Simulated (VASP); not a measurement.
Li: relaxation of cell and atoms with PBEsol

Crystal: Li.

```
CELL_PARAMETERS angstrom
0.00000 1.93201 1.93201
1.93201 0.00000 1.93201
1.93201 1.93201 0.00000
ATOMIC_POSITIONS crystal
Li 0.00000 0.00000 0.00000
```

```
Program                : VASP 6.6.1
Task                   : relaxation of cell and atoms
Functional             : PBEsol
Potentials or basis    : VASP PAW PBE potentials, release 64 (Li_sv)
Cutoff                 : 600 eV
k mesh                 : 17 × 17 × 17
Occupations            : fermi-dirac, width 0.05 eV
Spin                   : no spin polarisation
Target pressure        : 8 GPa
Dipole correction      : no
Further INCAR settings : ALGO = Normal; EDIFF = 1e-06; IBRION = 2; EDIFFG = -0.005; NSW = 60; ISIF = 3
```

- Relaxed volume: 14.35 Å³/atom
- Relaxed cell: a = 2.728 Å, b = 2.728 Å, c = 2.728 Å, α = 60.00°, β = 60.00°, γ = 60.00°
- Space group after relaxing (to 0.05 Å): Fm-3m (No. 225)
- Energy change on relaxing (the enthalpy is what falls): +3.5 meV/atom
- Ionic steps: 3
- Pressure after relaxing: 8.0 GPa

Step by step:
| step | energy change (eV) | largest force (eV/Å) | pressure (GPa) | volume (Å³) |
| --- | --- | --- | --- | --- |
| 1 | 0.0000 | 0.0000 | 7.83 | 14.42 |
| 2 | 0.0016 | 0.0000 | 7.91 | 14.39 |
| 3 | 0.0035 | 0.0000 | 8.00 | 14.35 |

Final structure:
```xyz
1
Lattice="0.0000 1.9288 1.9288 1.9288 0.0000 1.9288 1.9288 1.9288 0.0000" Properties=species:S:1:pos:R:3 pbc="T T T"
Li    0.0000    0.0000    0.0000
```

Levels at points of the mesh, in eV from the Fermi level:
| k point | band 1 | band 2 | band 3 | band 4 | band 5 |
| --- | --- | --- | --- | --- | --- |
| (0.00, 0.00, 0.00) | -45.37 | -3.92 | 18.25 | 18.25 | 18.25 |

Run time: 9 s on 1 thread of Intel(R) Xeon(R) 6975P-C (Granite Rapids), on a shared host, peak memory 0.14 GiB.

Caveat: the cutoff is under 1.25 times the usual one of these potentials, so pressure, stress and relaxed cells hold a basis-set (Pulay) error; the cell is relaxed towards a set pressure, so the enthalpy falls and the energy may rise; the PAW data sets were made with another functional, which shifts forces and pressure a little.
